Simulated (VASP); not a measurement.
Here is a VASP 6.6.1 calculation.

The input INCAR:

```
  ALGO = Normal
  DIPOL = 0.5 0.5 0.354
  EDIFF = 1E-6
  ENCUT = 520
  GGA = PE
  IDIPOL = 3
  ISIF = 2
  ISMEAR = 0
  LASPH = T
  LCHARG = F
  LDIPOL = T
  LREAL = F
  LWAVE = F
  NBANDS = 15
  NELM = 100
  PREC = Accurate
  SIGMA = 0.1
```

The input KPOINTS:

```
k-points
0
Gamma
  9 9 1
```

The input POSCAR:

```
Al3N
1.0
    2.8567582919      0.0000000000      0.0000000000
   -1.4283791460      2.4740252533      0.0000000000
    0.0000000000      0.0000000000     20.1013781961
Al N
3 1
Direct
    0.6666666667      0.3333333334      0.1989913309
    0.3333333333      0.6666666666      0.3134471576
    0.0000000000      0.0000000000      0.4278999237
    0.0000000000      0.5000000000      0.4753200609
```

Potentials or basis: VASP PAW PBE potentials, release 64 (Al, N).

The run is started by

```bash
$ cat potpaw_PBE.64/Al/POTCAR potpaw_PBE.64/N/POTCAR > POTCAR
$ mpirun -np 1 vasp_std > vasp.out
```

**Question.** Predict the band gap on the k mesh.

**Answer.** Zero (band 7 reaches 0.26 eV, above the bottom of band 8 at -1.56 eV).

**Question.** Estimate the largest force.

**Answer.** 0.459 eV/Å.

Forces in eV/Å, atoms in the order of the input:
```
Al   0.031  0.018 -0.324
Al  -0.053 -0.031 -0.145
Al  -0.015 -0.009  0.459
N    0.037  0.021  0.010
```
